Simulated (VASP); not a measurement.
Here is a VASP 6.6.1 calculation.

INCAR

```
SYSTEM = TiAl3
PREC     = Accurate       ! precision mode
ENCUT    = 520            ! plane-wave cutoff, eV
EDIFF    = 1E-6           ! SCF threshold, eV
ISMEAR   = 0              ! smearing method
SIGMA    = 0.1            ! smearing width, eV
LREAL    = .False.        ! projectors in reciprocal space
LASPH    = .True.         ! aspherical terms in the spheres
NELM     = 80             ! most SCF steps
ALGO     = Normal         ! electronic algorithm
ISIF     = 2              ! what is computed and relaxed
LWAVE    = .False.        ! write WAVECAR
LCHARG   = .False.        ! write CHGCAR
GGA      = PS             ! functional
NBANDS   = 18             ! bands
```

Contents of KPOINTS:

```
Automatic mesh
0
Gamma
  6 4 4
  0 0 0
```

Contents of POSCAR:

```
TiAl3
1.0
    2.8396770000      0.0000000000      0.0000000000
    0.0000000000      4.6812640000      0.0000000000
    0.0000000000      0.0000000000      4.9007420000
Ti Al
1 3
Direct
    0.0000000000      0.5000000000      0.1659160000
    0.5000000000      0.5000000000      0.6672710000
    0.5000000000      0.0000000000      0.3309120000
    0.0000000000      0.0000000000      0.8359000000
```

Potentials or basis: VASP PAW PBE potentials, release 64 (Ti_sv, Al).

Run with:

```sh
$ cat potpaw_PBE.64/Ti_sv/POTCAR potpaw_PBE.64/Al/POTCAR > POTCAR
$ mpirun -np 1 vasp_std > vasp.out
```

Question: Estimate the band gap on the k mesh.

Answer: Zero (an odd number of electrons rules out a gap without spin polarisation).

Question: Predict the pressure.

Answer: -2.4 GPa.

Question: What does it give for the largest force?

Answer: 0.109 eV/Å.

Stress tensor (GPa, compression positive):
```
-3.74  0.00  0.00
 0.00 -2.40  0.00
 0.00  0.00 -1.01
```

Caveat: the k points lie up to 0.37 Å⁻¹ apart, too coarse for converged energies and pressures of a metal; the PAW data sets were made with another functional, which shifts forces and pressure a little.
